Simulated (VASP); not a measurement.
Write the native input for VASP 6.6.1 that does the following.

```yaml
Task: single point
Functional: PBE
Potentials_or_basis: VASP PAW PBE potentials, release 64 (Na_pv, H)
Cutoff: 520 eV
k_mesh: 4 × 4 × 4
Occupations: gaussian, width 0.1 eV
Spin: no spin polarisation
Dipole_correction: no
Further_INCAR_settings: ALGO = Normal; EDIFF = 1e-06; NBANDS = 22
```

The structure of Na4H lies in POSCAR:

```
Na4H
1.0
    5.1009685023      0.0000000000      0.0000000000
    0.0000000000      5.1009685023      0.0000000000
    0.0000000000      0.0000000000      5.1009685023
Na H
4 1
Direct
    0.5000000000      0.0000000000      0.0000000000
    0.0000000000      0.5000000000      0.0000000000
    0.0000000000      0.0000000000      0.5000000000
    0.5000000000      0.5000000000      0.5000000000
    0.0000000000      0.0000000000      0.0000000000
```

These files were run (other wordings do the same):

INCAR

```
PREC = Accurate ; ENCUT = 520
EDIFF = 1E-6 ; ISMEAR = 0
SIGMA = 0.1 ; LREAL = F
LASPH = T ; NELM = 60
ALGO = Normal ; ISIF = 2
LWAVE = F ; LCHARG = F
GGA = PE ; NBANDS = 22
```

KPOINTS

```
regular mesh
0
Gamma
  4 4 4
```

Potentials or basis: VASP PAW PBE potentials, release 64 (Na_pv, H).

Run with:

```sh
$ cat potpaw_PBE.64/Na_pv/POTCAR potpaw_PBE.64/H/POTCAR > POTCAR
$ mpirun -np 1 vasp_std > vasp.out
```

Results of the run:

```json
{"Pressure": "0.3 GPa"}
```

Run time: 34 s on 1 thread of Intel Xeon 8259CL (shared host), peak memory 0.23 GiB.
